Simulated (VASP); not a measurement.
Runs of VASP 6.6.1 on RbCaH3. The structure is that of space group Pm-3m (No. 221), or close to it. The cells are those of the table. 

```csv
task,cell,cutoff (eV),gap on the mesh (eV),pressure (GPa)
relaxation of cell and atoms,"relaxed to 10 GPa from a = 4.547 Å, 5 atoms",600,(b),10.1
single point,"a = 4.207 Å, 5 atoms",520,2.60,(a)
single point,"a = 4.398 Å, 5 atoms",520,2.82,0.0
relaxation of cell and atoms,"relaxed to 5 GPa from a = 4.547 Å, 5 atoms",600,2.61,4.9
single point,"a = 3.906 Å, 5 atoms",520,(c),20.3
single point,"a = 4.079 Å, 5 atoms",520,2.37,10.2
relaxation of cell and atoms,"relaxed to 20 GPa from a = 4.547 Å, 5 atoms",600,1.98,20.0
relaxation of cell and atoms,"relaxed from a = 4.547 Å, 5 atoms",600,2.82,0.0
```

Alike in all rows: level LDA; potentials or basis VASP PAW LDA potentials, release 64 (Rb_sv, Ca_sv, H); no spin polarisation; k mesh 4 × 4 × 4; smearing gaussian 0.01 eV.

**Question.** Fill in the values left out.

**Answer.** (a) 5.1; (b) 2.38; (c) 1.96.

Caveats: the cell is relaxed towards a set pressure, so the enthalpy falls and the energy may rise (some runs).

A k mesh can miss the band edges, and the runs leave out spin-orbit coupling on Rb.
